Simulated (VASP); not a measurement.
# CuO (Tenorite) (C2/c) in VASP: single point with PBE+U

Aim: the single point of CuO (Tenorite) with PBE+U.

All numbers are computed with VASP 6.6.1; they aren't measurements. Logs are shortened: lines on timing, memory, paths and dates and some standing lists are left out, and cuts for length are marked.

## 1. The cell of the first run

The structure is monoclinic, space group C2/c (No. 15). The conventional cell has a = 4.684 Å, b = 3.423 Å, c = 5.129 Å, α = 90.00°, β = 99.54°, γ = 90.00°. Cu (site symmetry -1) has 4 O at 1.95 to 1.96 Å within 2.6 Å. O (site symmetry 2) has 4 Cu at 1.95 to 1.96 Å within 2.6 Å.

## 2. Single point, PBE+U, collinear spin, ferromagnetic start

File INCAR:

```
PREC = Accurate
ENCUT = 520
EDIFF = 1E-6
ISMEAR = 0
SIGMA = 0.05
LREAL = F
LASPH = T
NELM = 150
ALGO = Normal
ISIF = 2
LWAVE = F
LCHARG = F
ISPIN = 2
MAGMOM = 1 1 0 0
LORBIT = 11
LMAXMIX = 4
LDAU = T
LDAUTYPE = 2
LDAUL = 2 -1
LDAUU = 4 0
LDAUJ = 0 0
LDAUPRINT = 1
GGA = PE
NBANDS = 29
```

File KPOINTS:

```
regular mesh
0
Gamma
  8 8 4
```

File POSCAR:

```
CuO
1.0
    2.3418500000     -1.7113000000      0.0000000000
    2.3418500000      1.7113000000      0.0000000000
   -0.8500274268      0.0000000000      5.0578693947
Cu O
2 2
Direct
    0.0000000000      0.5000000000      0.0000000000
    0.5000000000      0.0000000000      0.5000000000
    0.5816000000      0.4184000000      0.2500000000
    0.4184000000      0.5816000000      0.7500000000
```

Potentials or basis: VASP PAW PBE potentials, release 64 (Cu, O).

Command:

```bash
$ cat potpaw_PBE.64/Cu/POTCAR potpaw_PBE.64/O/POTCAR > POTCAR
$ mpirun -np 1 vasp_std > vasp.out
```

OUTCAR:

```text
PREC = Accurate
   ENCUT = 520
   EDIFF = 1E-6
   ISMEAR = 0
   LREAL = F
   LASPH = T
   NELM = 150
   ISIF = 2
   ISPIN = 2
   LORBIT = 11
   GGA = PE

 ion  position               nearest neighbor table
   1  0.000  0.500  0.000-   3 1.95   4 1.95   4 1.96   3 1.96
   2  0.500  0.000  0.500-   4 1.95   3 1.95   4 1.96   3 1.96
   3  0.582  0.418  0.250-   2 1.95   1 1.95   2 1.96   1 1.96
   4  0.418  0.582  0.750-   1 1.95   2 1.95   2 1.96   1 1.96

  LATTYP: Found a base centered monoclinic cell.
 ALAT       =     4.6837000000
 B/A-ratio  =     0.7307470589
 C/A-ratio  =     1.0950317057
 COS(beta)  =    -0.1657361228

  Lattice vectors:

 A1 = (   2.3418500000,  -1.7113000000,   0.0000000000)
 A2 = (   2.3418500000,   1.7113000000,   0.0000000000)
 A3 = (  -0.8500274268,   0.0000000000,   5.0578693947)

Analysis of symmetry for initial positions (statically):
=====================================================================
 Subroutine PRICEL returns:
 Original cell was already a primitive cell.

 Routine SETGRP: Setting up the symmetry group for a
 base centered monoclinic supercell.

 Subroutine GETGRP returns: Found  4 space group operations
 (whereof  2 operations were pure point group operations)
 out of a pool of  4 trial point group operations.

The static configuration has the point symmetry S_2 .
 The point group associated with its full space group is C_2h.

Analysis of symmetry for dynamics (positions and initial velocities):
=====================================================================
 Subroutine PRICEL returns:
 Original cell was already a primitive cell.

 Routine SETGRP: Setting up the symmetry group for a
 base centered monoclinic supercell.

 Subroutine GETGRP returns: Found  4 space group operations
 (whereof  2 operations were pure point group operations)
 out of a pool of  4 trial point group operations.

The dynamic configuration has the point symmetry S_2 .
 The point group associated with its full space group is C_2h.

Analysis of structural, dynamic, and magnetic symmetry:
=====================================================================
 Subroutine PRICEL returns:
 Original cell was already a primitive cell.

 Routine SETGRP: Setting up the symmetry group for a
 base centered monoclinic supercell.

 Subroutine GETGRP returns: Found  4 space group operations
 (whereof  2 operations were pure point group operations)
 out of a pool of  4 trial point group operations.

The overall configuration has the point symmetry S_2 .
 The point group associated with its full space group is C_2h.

 Subroutine INISYM returns: Found  4 space group operations
 (whereof  2 operations are pure point group operations),
 and found     1 'primitive' translations

----------------------------------------------------------------------------------------

                                     Primitive cell

  volume of cell :      40.5399

  direct lattice vectors                    reciprocal lattice vectors
[... 144 lines left out ...]
  0.0016  0.0082 -0.0012 -0.0109  0.9775

spin component  2

  0.9489 -0.0403  0.0105  0.0486 -0.0163
 -0.0403  0.7926  0.0038  0.2473 -0.0814
  0.0105  0.0038  0.9696 -0.0050  0.0001
  0.0486  0.2473 -0.0050  0.6139  0.1165
 -0.0163 -0.0814  0.0001  0.1165  0.9273

 occupancies and eigenvectors

  o =  0.3942  v =  0.0000  0.0000  0.0000  0.0000  0.0000 -0.1167 -0.5515  0.0126  0.7841 -0.2591      0.0000  0.0000  0.0000  0.0000  0.0000  0.0000  0.0000  0.0000  0.0000  0.0000
  o =  0.9499  v =  0.0000  0.0000  0.0000  0.0000  0.0000  0.8496  0.1765 -0.4313  0.2217 -0.1086      0.0000  0.0000  0.0000  0.0000  0.0000  0.0000  0.0000  0.0000  0.0000  0.0000
  o =  0.9592  v =  0.8636  0.1597 -0.4341  0.1899 -0.0652  0.0000  0.0000  0.0000  0.0000  0.0000      0.0000  0.0000  0.0000  0.0000  0.0000  0.0000  0.0000  0.0000  0.0000  0.0000
  o =  0.9657  v =  0.0000  0.0000  0.0000  0.0000  0.0000  0.0877  0.0570  0.1470  0.3540  0.9177      0.0000  0.0000  0.0000  0.0000  0.0000  0.0000  0.0000  0.0000  0.0000  0.0000
  o =  0.9671  v =  0.0000  0.0000  0.0000  0.0000  0.0000  0.1528 -0.7870 -0.3121 -0.4416  0.2546      0.0000  0.0000  0.0000  0.0000  0.0000  0.0000  0.0000  0.0000  0.0000  0.0000
  o =  0.9728  v =  0.0596 -0.6840 -0.3453 -0.5787 -0.2729  0.0000  0.0000  0.0000  0.0000  0.0000      0.0000  0.0000  0.0000  0.0000  0.0000  0.0000  0.0000  0.0000  0.0000  0.0000
  o =  0.9737  v =  0.1315 -0.3880  0.0004  0.0421  0.9113  0.0000  0.0000  0.0000  0.0000  0.0000      0.0000  0.0000  0.0000  0.0000  0.0000  0.0000  0.0000  0.0000  0.0000  0.0000
  o =  0.9755  v =  0.0000  0.0000  0.0000  0.0000  0.0000  0.4832 -0.2050  0.8335 -0.1250 -0.1188      0.0000  0.0000  0.0000  0.0000  0.0000  0.0000  0.0000  0.0000  0.0000  0.0000
  o =  0.9790  v = -0.4760  0.1952 -0.8320  0.1482  0.1453  0.0000  0.0000  0.0000  0.0000  0.0000      0.0000  0.0000  0.0000  0.0000  0.0000  0.0000  0.0000  0.0000  0.0000  0.0000
  o =  1.0276  v =  0.0829  0.5640 -0.0076 -0.7780  0.2641  0.0000  0.0000  0.0000  0.0000  0.0000      0.0000  0.0000  0.0000  0.0000  0.0000  0.0000  0.0000  0.0000  0.0000  0.0000

atom =   2  type =  1  l = 2

 onsite density matrix

spin component  1

  0.9645  0.0001 -0.0075  0.0062 -0.0016
  0.0001  0.9903  0.0003  0.0243 -0.0082
 -0.0075  0.0003  0.9745  0.0007 -0.0012
  0.0062  0.0243  0.0007  1.0056 -0.0109
 -0.0016 -0.0082 -0.0012 -0.0109  0.9775

spin component  2

  0.9489 -0.0403 -0.0105 -0.0486  0.0163
 -0.0403  0.7926 -0.0038 -0.2473  0.0814
 -0.0105 -0.0038  0.9696 -0.0050  0.0001
 -0.0486 -0.2473 -0.0050  0.6139  0.1165
  0.0163  0.0814  0.0001  0.1165  0.9273

 occupancies and eigenvectors

  o =  0.3942  v =  0.0000  0.0000  0.0000  0.0000  0.0000  0.1167  0.5515  0.0126  0.7841 -0.2591      0.0000  0.0000  0.0000  0.0000  0.0000  0.0000  0.0000  0.0000  0.0000  0.0000
  o =  0.9499  v =  0.0000  0.0000  0.0000  0.0000  0.0000 -0.8496 -0.1765 -0.4313  0.2217 -0.1086      0.0000  0.0000  0.0000  0.0000  0.0000  0.0000  0.0000  0.0000  0.0000  0.0000
  o =  0.9592  v =  0.8636  0.1597  0.4341 -0.1899  0.0652  0.0000  0.0000  0.0000  0.0000  0.0000      0.0000  0.0000  0.0000  0.0000  0.0000  0.0000  0.0000  0.0000  0.0000  0.0000
  o =  0.9657  v =  0.0000  0.0000  0.0000  0.0000  0.0000 -0.0877 -0.0570  0.1470  0.3540  0.9177      0.0000  0.0000  0.0000  0.0000  0.0000  0.0000  0.0000  0.0000  0.0000  0.0000
  o =  0.9671  v =  0.0000  0.0000  0.0000  0.0000  0.0000 -0.1528  0.7870 -0.3121 -0.4416  0.2546      0.0000  0.0000  0.0000  0.0000  0.0000  0.0000  0.0000  0.0000  0.0000  0.0000
  o =  0.9728  v = -0.0596  0.6840 -0.3453 -0.5787 -0.2729  0.0000  0.0000  0.0000  0.0000  0.0000      0.0000  0.0000  0.0000  0.0000  0.0000  0.0000  0.0000  0.0000  0.0000  0.0000
  o =  0.9737  v =  0.1315 -0.3880 -0.0004 -0.0421 -0.9113  0.0000  0.0000  0.0000  0.0000  0.0000      0.0000  0.0000  0.0000  0.0000  0.0000  0.0000  0.0000  0.0000  0.0000  0.0000
  o =  0.9755  v =  0.0000  0.0000  0.0000  0.0000  0.0000 -0.4832  0.2050  0.8335 -0.1250 -0.1188      0.0000  0.0000  0.0000  0.0000  0.0000  0.0000  0.0000  0.0000  0.0000  0.0000
  o =  0.9790  v =  0.4760 -0.1952 -0.8320  0.1482  0.1453  0.0000  0.0000  0.0000  0.0000  0.0000      0.0000  0.0000  0.0000  0.0000  0.0000  0.0000  0.0000  0.0000  0.0000  0.0000
  o =  1.0276  v = -0.0829 -0.5640 -0.0076 -0.7780  0.2641  0.0000  0.0000  0.0000  0.0000  0.0000      0.0000  0.0000  0.0000  0.0000  0.0000  0.0000  0.0000  0.0000  0.0000  0.0000

 number of electron      34.0000001 magnetization       1.9950680

 Free energy of the ion-electron system (eV)
  ---------------------------------------------------
  ext. energy  EPLUGINS =         0.00000000
  ---------------------------------------------------
  free energy    TOTEN  =       -17.11799378 eV

  energy without entropy =      -17.11782730  energy(sigma->0) =      -17.11791054

 E-fermi :   5.4595     XC(G=0): -11.8646

 val. band max:        5.3583834431   @ k =   0.5000   0.3750  -0.0000
 cond. band min:       5.4728509292   @ k =   0.5000   0.5000  -0.0000
 fundamental gap:      0.1144674860
 Fermi energy:         5.4595271571

 spin component 1

 k-point     1 :       0.0000    0.0000    0.0000
  band No.  band energies     occupation
      1     -14.2022      1.00000
      2     -12.8459      1.00000
      3      -2.8410      1.00000
      4      -1.7126      1.00000
      5      -1.3121      1.00000
      6       0.3788      1.00000
[... 1529 lines left out ...]
     28      25.7263      0.00000
     29      27.0959      0.00000

 [... further k-points ...]

------------------------ aborting loop because EDIFF is reached ----------------------------------------

  FORCE on cell =-STRESS in cart. coord.  units (eV):
  Direction    XX          YY          ZZ          XY          YZ          ZX
  --------------------------------------------------------------------------------------
  -------------------------------------------------------------------------------------
  Total        1.0398986      1.3660364      1.2948738      0.0000000      0.0000000      0.1072121
  in kB       41.0978142     53.9871048     51.1746881      0.0000000      0.0000000      4.2371278
  external PRESSURE =      48.7532023 kB  Pullay stress =       0.0000000 kB

 VOLUME and BASIS-vectors are now :
 -----------------------------------------------------------------------------
  energy-cutoff  :      520.00
  volume of cell :       40.54
      direct lattice vectors                 reciprocal lattice vectors
     2.341850000 -1.711300000  0.000000000     0.213506416 -0.292175539  0.035881968
     2.341850000  1.711300000  0.000000000     0.213506416  0.292175539  0.035881968
    -0.850027427  0.000000000  5.057869395     0.000000000  0.000000000  0.197711709

 POSITION                                       TOTAL-FORCE (eV/Angst)
 -----------------------------------------------------------------------------------
      1.17092      0.85565      0.00000        -0.000000      0.000000      0.000000
      0.74591     -0.85565      2.52893        -0.000000      0.000000      0.000000
      2.12934     -0.27928      1.26447         0.000000      0.054494      0.000000
      1.70433      0.27928      3.79340        -0.000000     -0.054494      0.000000
 -----------------------------------------------------------------------------------
    total drift:                                0.000000     -0.000000     -0.000000

  FREE ENERGIE OF THE ION-ELECTRON SYSTEM (eV)
  ---------------------------------------------------
  free  energy   TOTEN  =       -17.1179937823 eV

  energy  without entropy=      -17.1178273048  energy(sigma->0) =      -17.11791054

 total charge

# of ion       s       p       d       tot
------------------------------------------
    1        0.377   0.390   9.144   9.911
    2        0.377   0.390   9.144   9.911
    3        1.557   3.440   0.000   4.997
    4        1.557   3.440   0.000   4.997
--------------------------------------------------
tot          3.869   7.660  18.288  29.818

 magnetization (x)

# of ion       s       p       d       tot
------------------------------------------
    1       -0.003   0.003   0.660   0.660
    2       -0.003   0.003   0.660   0.660
    3        0.020   0.278   0.000   0.298
    4        0.020   0.278   0.000   0.298
--------------------------------------------------
tot          0.033   0.562   1.320   1.915
```

Wall time 71 s (1 thread of Intel Xeon 6975P-C (Granite Rapids), shared host); peak memory 0.26 GiB.

What came out:

```yaml
Free_energy: -17.1180 eV
Pressure: 4.9 GPa
Largest_force: 0.054 eV/Å
Net_moment: 2.00 μB per cell
Site_moments: Cu +0.66; O +0.30 μB
Valence_electrons_inside_the_program's_atomic_spheres: Cu 9.91; O 5.00
```

Forces on the atoms (eV/Å):
```
Cu   0.000  0.000  0.000
Cu   0.000  0.000  0.000
O    0.000  0.054  0.000
O    0.000 -0.054  0.000
```

Stress tensor (GPa, compression positive):
```
4.11 0.00 0.42
0.00 5.40 0.00
0.42 0.00 5.12
```

Levels at points of the mesh, in eV from the Fermi level:
Spin up:
```csv
k point,band 14,band 15,band 16,band 17,band 18,band 19,band 20,band 21,band 22,band 23
"(0.00, 0.00, 0.00)",-2.80,-2.78,-2.38,-0.66,-0.11,1.64,6.33,8.21,13.65,15.51
"(0.50, 0.00, 0.00)",-3.02,-2.73,-2.09,-1.07,-0.77,5.08,6.57,7.10,11.30,11.46
"(0.50, 0.50, 0.00)",-3.91,-3.57,-2.72,-1.66,0.01,3.65,7.18,8.81,10.23,11.13
"(0.00, 0.00, 0.50)",-3.47,-2.07,-2.07,-0.77,-0.77,3.97,3.97,11.82,11.82,14.45
"(0.50, 0.00, 0.50)",-3.71,-3.08,-2.79,-1.29,-0.30,5.43,6.63,8.37,8.72,13.21
"(0.50, 0.50, 0.50)",-3.07,-2.38,-2.38,-1.84,-1.84,5.40,5.40,9.18,9.18,13.05
```
Spin down:
```
           k point  band 12  band 13  band 14  band 15  band 16  band 17  band 18  band 19  band 20  band 21
(0.00, 0.00, 0.00)    -2.90    -2.78    -2.32    -2.25    -1.79     1.24     1.93     2.11     6.44     8.57
(0.50, 0.00, 0.00)    -3.49    -3.24    -2.49    -2.17    -1.54     1.26     1.50     5.20     6.75     7.43
(0.50, 0.50, 0.00)    -3.50    -3.37    -3.13    -2.18    -1.35     0.10     2.31     3.65     7.34     8.83
(0.00, 0.00, 0.50)    -3.67    -3.07    -3.07    -1.54    -1.54     1.49     1.49     4.28     4.28    11.98
(0.50, 0.00, 0.50)    -3.47    -3.13    -2.60    -2.29    -2.22     0.89     1.86     5.56     6.90     8.55
(0.50, 0.50, 0.50)    -3.76    -2.53    -2.53    -1.77    -1.77     0.90     0.90     5.45     5.45     9.43
```

Eigenvalues of the final occupation matrices:
```tsv
site	spin	trace	eigenvalues
site 1 d	1	4.91	0.96 0.97 0.97 0.98 1.03
site 1 d	2	4.25	0.39 0.95 0.97 0.97 0.98
site 2 d	1	4.91	0.96 0.97 0.97 0.98 1.03
site 2 d	2	4.25	0.39 0.95 0.97 0.97 0.98
```

The state reached can hang on the start; a lower one may exist.
